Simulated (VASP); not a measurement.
# Be2CdO3 (Immm) in VASP: single point with PBE

Aim: the single point of Be2CdO3 with PBE.

Everything below comes from runs of VASP 6.6.1. Logs are shortened: lines on timing, memory, paths and dates and some standing lists are left out, and cuts for length are marked.

## Step 1: The cell of the first run

It takes space group Immm (No. 71, orthorhombic). The conventional cell has a = 5.401 Å, b = 5.593 Å, c = 5.625 Å, α = 90.00°, β = 90.00°, γ = 90.00°. Within 1.9 Å of Be (site symmetry mmm) lie 2 O at 1.40 Å. Within 1.9 Å of Be (site symmetry mmm) lie 2 O at 1.41 Å. Cd (site symmetry mmm) has 4 Be at 2.70 to 2.80 Å and 10 O at 2.81 to 3.13 Å within 3.6 Å. O (site symmetry mm2) has 2 Be at 1.40 to 1.41 Å within 1.9 Å. Within 3.6 Å of O (site symmetry mmm) lie 4 Be at 2.70 to 2.80 Å and 2 Cd at 2.81 Å and 8 O at 3.05 to 3.13 Å.

The cell was built from a structure type or drawn by symmetry, and may not be a known phase.

## Step 2: Single point, PBE

INCAR

```
SYSTEM = Be2CdO3
ALGO = Normal
EDIFF = 1E-6
ENCUT = 600
GGA = PE
GGA_COMPAT = .False.
ISIF = 2
ISMEAR = 0
LASPH = .True.
LCHARG = .False.
LREAL = .False.
LWAVE = .False.
NBANDS = 26
NELM = 120
PREC = Accurate
SIGMA = 0.15
```

KPOINTS

```
k-points
0
Gamma
  3 3 3
  0 0 0
```

POSCAR

```
Be2CdO3
1.0
   -2.7007033205      2.7967057307      2.8125605671
    2.7007033205     -2.7967057307      2.8125605671
    2.7007033205      2.7967057307     -2.8125605671
Be Cd O
2 1 3
Direct
    0.0000000000      0.0000000000      0.0000000000
    0.5000000000      0.5000000000      0.0000000000
    0.0000000000      0.5000000000      0.5000000000
    0.2493826840      0.2493826840      0.0000000000
    0.7506173160      0.7506173160      0.0000000000
    0.5000000000      0.0000000000      0.5000000000
```

Potentials or basis: VASP PAW PBE potentials, release 64 (Be, Cd, O).

Started as:

```bash
$ cat potpaw_PBE.64/Be/POTCAR potpaw_PBE.64/Cd/POTCAR potpaw_PBE.64/O/POTCAR > POTCAR
$ mpirun -np 1 vasp_std > vasp.out
```

OUTCAR:

```text
SYSTEM = Be2CdO3
   EDIFF = 1E-6
   ENCUT = 600
   GGA = PE
   ISIF = 2
   ISMEAR = 0
   LASPH = .True.
   LREAL = .False.
   NELM = 120
   PREC = Accurate

 ion  position               nearest neighbor table
   1  0.000  0.000  0.000-   4 1.40   5 1.40   3 2.70   3 2.70
   2  0.500  0.500  0.000-   4 1.41   5 1.41   3 2.80   3 2.80
   3  0.000  0.500  0.500-   1 2.70   1 2.70   2 2.80   2 2.80   6 2.81   6 2.81
   4  0.249  0.249  0.000-   1 1.40   2 1.41
   5  0.751  0.751  0.000-   1 1.40   2 1.41
   6  0.500  0.000  0.500-   3 2.81   3 2.81

  LATTYP: Found a body centered orthorhombic cell.
 ALAT       =     5.4014066410
 B/A-ratio  =     1.0355471886
 C/A-ratio  =     1.0414178210

  Lattice vectors:

 A1 = (  -2.7007033205,   2.7967057307,   2.8125605671)
 A2 = (   2.7007033205,  -2.7967057307,   2.8125605671)
 A3 = (   2.7007033205,   2.7967057307,  -2.8125605671)

Analysis of symmetry for initial positions (statically):
=====================================================================
 Subroutine PRICEL returns:
 Original cell was already a primitive cell.

 Routine SETGRP: Setting up the symmetry group for a
 body centered orthorhombic supercell.

 Subroutine GETGRP returns: Found  8 space group operations
 (whereof  8 operations were pure point group operations)
 out of a pool of  8 trial point group operations.

The static configuration has the point symmetry D_2h.

Analysis of symmetry for dynamics (positions and initial velocities):
=====================================================================
 Subroutine PRICEL returns:
 Original cell was already a primitive cell.

 Routine SETGRP: Setting up the symmetry group for a
 body centered orthorhombic supercell.

 Subroutine GETGRP returns: Found  8 space group operations
 (whereof  8 operations were pure point group operations)
 out of a pool of  8 trial point group operations.

The dynamic configuration has the point symmetry D_2h.

 Subroutine INISYM returns: Found  8 space group operations
 (whereof  8 operations are pure point group operations),
 and found     1 'primitive' translations

----------------------------------------------------------------------------------------

                                     Primitive cell

  volume of cell :      84.9739

  direct lattice vectors                    reciprocal lattice vectors
    -2.700703321  2.796705731  2.812560567     0.000000000  0.178781770  0.177773949
     2.700703321 -2.796705731  2.812560567     0.185136959  0.000000000  0.177773949
     2.700703321  2.796705731 -2.812560567     0.185136959  0.178781770  0.000000000

  length of vectors
     4.798526682  4.798526682  4.798526682     0.252123974  0.256669575  0.257368636

  position of ions in fractional coordinates (direct lattice)
     0.000000000  0.000000000  0.000000000
     0.500000000  0.500000000  0.000000000
     0.000000000  0.500000000  0.500000000
     0.249382684  0.249382684  0.000000000
     0.750617316  0.750617316  0.000000000
     0.500000000  0.000000000  0.500000000

  ion indices of the primitive-cell ions
   primitive index   ion index
                 1           1
                 2           2
                 3           3
                 4           4
                 5           5
                 6           6

----------------------------------------------------------------------------------------

 KPOINTS: k-points

Automatic generation of k-mesh.
 Grid dimensions read from file:
 generate k-points for:    3    3    3

 Generating k-lattice:

  Cartesian coordinates                     Fractional coordinates (reciprocal lattice)
     0.000000000  0.059593923  0.059257983     0.333333333  0.000000000  0.000000000
     0.061712320  0.000000000  0.059257983     0.000000000  0.333333333  0.000000000
     0.061712320  0.059593923  0.000000000     0.000000000  0.000000000  0.333333333

  Length of vectors
     0.084041325  0.085556525  0.085789545

  Shift w.r.t. Gamma in fractional coordinates (k-lattice)
     0.000000000  0.000000000  0.000000000

 Subroutine IBZKPT returns following result:
 ===========================================

 Found      8 irreducible k-points:

 Following reciprocal coordinates:
            Coordinates               Weight
  0.000000  0.000000  0.000000      1.000000
  0.333333  0.000000 -0.000000      4.000000
  0.000000  0.333333  0.000000      4.000000
  0.333333  0.333333 -0.000000      8.000000
 -0.333333  0.333333  0.000000      4.000000
 -0.333333  0.333333  0.333333      2.000000
  0.333333 -0.333333  0.333333      2.000000
 -0.333333 -0.333333  0.333333      2.000000
   k-points           NKPTS =      8   k-points in BZ     NKDIM =      8   number of bands    NBANDS=     26
   number of dos      NEDOS =    301   number of ions     NIONS =      6
   total plane-waves  NPLWV =  64000
   dimension x,y,z NGX =    40 NGY =   40 NGZ =   40
   dimension x,y,z NGXF=    80 NGYF=   80 NGZF=   80
   ions per type =               2   1   3
   NGX,Y,Z   is equivalent  to a cutoff of  13.86, 13.86, 13.86 a.u.
   NGXF,Y,Z  is equivalent  to a cutoff of  27.72, 27.72, 27.72 a.u.
 SYSTEM =  Be2CdO3
   PREC   = accura    normal or accurate (medium, high low for compatibility)
   ISTART =      0    job   : 0-new  1-cont  2-samecut
   ICHARG =      2    charge: 1-file 2-atom 10-const
   ISPIN  =      1    spin polarized calculation?
   LNONCOLLINEAR =      F non collinear calculations
   LSORBIT =      F    spin-orbit coupling
   LASPH  =      T    aspherical Exc in radial PAW
   ENCUT  =  600.0 eV  44.10 Ry    6.64 a.u.   9.58  9.58  9.58*2*pi/ulx,y,z
   NELM   =    120;   NELMIN=  2; NELMDL= -5     # of ELM steps
   EDIFF  = 0.1E-05   stopping-criterion for ELM
   LREAL  =      F    real-space projection
   EDIFFG = 0.1E-04   stopping-criterion for IOM
   NSW    =      0    number of steps for IOM
   IBRION =     -1    ionic relax: 0-MD 1-quasi-New 2-CG
   NFREE  =      0    steps in history (QN), initial steepest desc. (CG)
   ISIF   =      2    stress and relaxation
   ISYM   =      2    0-nonsym 1-usesym 2-fastsym
   POTIM  = 0.5000    time-step for ionic-motion
   TEBEG  =    0.0;   TEEND  =   0.0 temperature during run
   PSTRESS=    0.0 pullay stress
   NELECT =      34.0000    total number of electrons
   NUPDOWN=      -1.0000    fix difference up-down
   EMIN   =  10.00;   EMAX   =-10.00  energy-range for DOS
   EFERMI =   0.00;   METHOD = LEGACY
   ISMEAR =     0;   SIGMA  =   0.15  broadening in eV -4-tet -1-fermi 0-gaus
   EFERMI_NEDOS =   21; number of points for ismear=-14 and -15
   IALGO  =     38    algorithm
   IMIX   =      4    mixing-type and parameters
     AMIX     =   0.40;   BMIX     =  1.00
     AMIX_MAG =   1.60;   BMIX_MAG =  1.00
  volume/ion in A,a.u.               =      14.16        95.57
  Fermi-wavevector in a.u.,A,eV,Ry     =   1.206348  2.279667 19.800227  1.455276
  Thomas-Fermi vector in A             =   2.342018
   LORBIT       =      0    0 simple, 1 ext, 2 COOP (PROOUT), +10 PAW based schemes
   GGA     = PE    functional components
   LHFCALC =     F    Hartree Fock is set to
   AEXX    =    0.0000 exact exchange contribution
   IVDW    =     0    specifies the selected vdW correction
   LEPSILON=     F    determine dielectric tensor
   LRPA    =     F    only Hartree local field effects (RPA)
 non-spin polarized calculation
 Gauss-broadening in eV      SIGMA  =   0.15
  energy-cutoff  :      600.00
  volume of cell :       84.97
 maximum number of plane-waves:      2847
 NGX is ok and might be reduce to    40
   NGX = 19   NGY = 19   NGZ = 19

 number of electron      33.9999990 magnetization

 Free energy of the ion-electron system (eV)
  ---------------------------------------------------
  ext. energy  EPLUGINS =         0.00000000
  ---------------------------------------------------
  free energy    TOTEN  =       -28.98016791 eV

  energy without entropy =      -28.93612690  energy(sigma->0) =      -28.95814740

 E-fermi :   0.4250     XC(G=0):  -9.1450

 val. band max:        0.4141647335   @ k =  -0.3333  -0.3333   0.3333
 cond. band min:       0.4459185845   @ k =  -0.3333   0.3333   0.3333
 fundamental gap:      0.0317538510
 Fermi energy:         0.4249987486

 k-point     1 :       0.0000    0.0000    0.0000
  band No.  band energies     occupation
      1     -18.0514      2.00000
      2     -17.8659      2.00000
      3     -14.5369      2.00000
      4      -8.0063      2.00000
      5      -7.8053      2.00000
      6      -7.6401      2.00000
[... 18 lines left out ...]
     25      10.8245      0.00000
     26      11.5759      0.00000

 k-point     2 :       0.3333    0.0000   -0.0000
  band No.  band energies     occupation
      1     -17.9940      2.00000
      2     -17.8970      2.00000
      3     -14.5501      2.00000
      4      -7.9729      2.00000
      5      -7.8041      2.00000
      6      -7.6263      2.00000
[... 18 lines left out ...]
     25      10.4061      0.00000
     26      11.5004      0.00000

 k-point     3 :       0.0000    0.3333    0.0000
  band No.  band energies     occupation
      1     -17.9935      2.00000
      2     -17.8946      2.00000
      3     -14.5547      2.00000
      4      -7.9785      2.00000
      5      -7.8071      2.00000
      6      -7.6185      2.00000
[... 18 lines left out ...]
     25      10.5690      0.00000
     26      11.5625      0.00000

 k-point     4 :       0.3333    0.3333   -0.0000
  band No.  band energies     occupation
      1     -18.0163      2.00000
      2     -17.8546      2.00000
      3     -14.5719      2.00000
      4      -7.9620      2.00000
      5      -7.8030      2.00000
      6      -7.6226      2.00000
[... 18 lines left out ...]
     25      10.6890      0.00000
     26      12.1817      0.00000

 k-point     5 :      -0.3333    0.3333    0.0000
  band No.  band energies     occupation
      1     -18.0714      2.00000
      2     -17.8080      2.00000
      3     -14.5774      2.00000
      4      -7.9888      2.00000
      5      -7.8088      2.00000
      6      -7.5968      2.00000
[... 18 lines left out ...]
     25      10.6809      0.00000
     26      11.4442      0.00000

 k-point     6 :      -0.3333    0.3333    0.3333
  band No.  band energies     occupation
      1     -18.0894      2.00000
      2     -17.7721      2.00000
      3     -14.5807      2.00000
      4      -7.9212      2.00000
      5      -7.7929      2.00000
      6      -7.5900      2.00000
[... 18 lines left out ...]
     25      11.0598      0.00000
     26      12.6585      0.00000

 k-point     7 :       0.3333   -0.3333    0.3333
  band No.  band energies     occupation
      1     -18.0890      2.00000
      2     -17.7757      2.00000
      3     -14.5756      2.00000
      4      -7.9122      2.00000
      5      -7.7894      2.00000
      6      -7.6039      2.00000
[... 18 lines left out ...]
     25      10.9032      0.00000
     26      12.8558      0.00000

 k-point     8 :      -0.3333   -0.3333    0.3333
  band No.  band energies     occupation
      1     -18.0422      2.00000
      2     -17.8302      2.00000
      3     -14.5547      2.00000
      4      -7.9044      2.00000
      5      -7.7815      2.00000
      6      -7.6446      2.00000
[... 18 lines left out ...]
     25      10.2703      0.00000
     26      10.4247      0.00000

------------------------ aborting loop because EDIFF is reached ----------------------------------------

  FORCE on cell =-STRESS in cart. coord.  units (eV):
  Direction    XX          YY          ZZ          XY          YZ          ZX
  --------------------------------------------------------------------------------------
  -------------------------------------------------------------------------------------
  Total        0.1711596     -0.0245334     -0.8894471      0.0000000      0.0000000      0.0000000
  in kB        3.2272029     -0.4625749    -16.7704683      0.0000000      0.0000000      0.0000000
  external PRESSURE =      -4.6686134 kB  Pullay stress =       0.0000000 kB

 VOLUME and BASIS-vectors are now :
 -----------------------------------------------------------------------------
  energy-cutoff  :      600.00
  volume of cell :       84.97
      direct lattice vectors                 reciprocal lattice vectors
    -2.700703321  2.796705731  2.812560567     0.000000000  0.178781770  0.177773949
     2.700703321 -2.796705731  2.812560567     0.185136959  0.000000000  0.177773949
     2.700703321  2.796705731 -2.812560567     0.185136959  0.178781770  0.000000000

 POSITION                                       TOTAL-FORCE (eV/Angst)
 -----------------------------------------------------------------------------------
      0.00000      0.00000      0.00000         0.000000      0.000000     -0.000000
      0.00000      0.00000      2.81256         0.000000      0.000000     -0.000000
      2.70070      0.00000      0.00000         0.000000      0.000000     -0.000000
      0.00000      0.00000      1.40281        -0.000000     -0.000000     -0.007379
      0.00000      0.00000      4.22231        -0.000000      0.000000      0.007379
      0.00000      2.79671      0.00000         0.000000      0.000000      0.000000
 -----------------------------------------------------------------------------------
    total drift:                                0.000000      0.000000     -0.000000

  FREE ENERGIE OF THE ION-ELECTRON SYSTEM (eV)
  ---------------------------------------------------
  free  energy   TOTEN  =       -28.9801679063 eV

  energy  without entropy=      -28.9361269017  energy(sigma->0) =      -28.95814740
```

Wall time 61 s (1 thread of Intel Xeon 8259CL, shared host); peak memory 0.24 GiB.

Results:

* Free energy: -28.9802 eV
* Pressure: -0.5 GPa
* Largest force: 0.007 eV/Å
* Band gap on the k mesh: zero (bands 17 and 18 overlap by 0.41 eV)

Forces on the atoms (eV/Å):
```
Be   0.000  0.000  0.000
Be   0.000  0.000  0.000
Cd   0.000  0.000  0.000
O    0.000  0.000 -0.007
O    0.000  0.000  0.007
O    0.000  0.000  0.000
```

Stress tensor (GPa, compression positive):
```
 0.32  0.00  0.00
 0.00 -0.05  0.00
 0.00  0.00 -1.68
```

Levels at points of the mesh, in eV from the Fermi level:
```tsv
k point	band 14	band 15	band 16	band 17	band 18	band 19	band 20	band 21
(0.00, 0.00, 0.00)	-2.49	-1.62	-0.94	-0.45	-0.42	3.55	3.70	8.08
```

Caveat: the k points lie up to 0.54 Å⁻¹ apart; semilocal functionals underestimate gaps, so a narrow gap can read as zero.
